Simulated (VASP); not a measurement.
A run of VASP 6.6.1 is set up as follows.

File INCAR:

```
  PREC = Accurate
  ENCUT = 500
  EDIFF = 1E-6
  ISMEAR = 0
  SIGMA = 0.15
  LREAL = False
  LASPH = True
  NELM = 200
  ALGO = Normal
  ISIF = 2
  LWAVE = False
  LCHARG = True
  ISPIN = 2
  MAGMOM = 0 0 0.062
  LORBIT = 11
  NUPDOWN = 0.0625
  LMAXMIX = 4
  GGA = PE
  LELF = True
  LVHAR = True
  NBANDS = 22
  GGA_COMPAT = False
```

KPOINTS

```
regular mesh
0
Gamma
  12 12 8
```

File POSCAR:

```
Te2Pt
1.0
    4.3041829986      0.0000000000      0.0000000000
   -2.1520914993      3.7275318194      0.0000000000
    0.0000000000      0.0000000000      5.6725952786
Te Pt
2 1
Direct
    0.3333333333      0.6666666667      0.2528728645
    0.6666666667      0.3333333333      0.7471271355
    0.0000000000      0.0000000000      0.0000000000
```

Potentials or basis: VASP PAW PBE potentials, release 64 (Te, Pt).

Command:

```bash
$ cat potpaw_PBE.64/Te/POTCAR potpaw_PBE.64/Pt/POTCAR > POTCAR
$ mpirun -np 1 vasp_std > vasp.out
```

**Question.** Predict the largest force.

**Answer.** 1.086 eV/Å.

**Question.** What does it give for the pressure?

**Answer.** -9.7 GPa.

Stress tensor (GPa, compression positive):
```
-10.72   0.00   0.00
  0.00 -10.72   0.00
  0.00   0.00  -7.70
```

Caveat: the cell stands under tension; the total moment is fixed, so each spin has its own Fermi level and the state may be an excited one; forces of over 1 eV/Å act on the atoms, so gaps and moduli don't describe the material at rest.
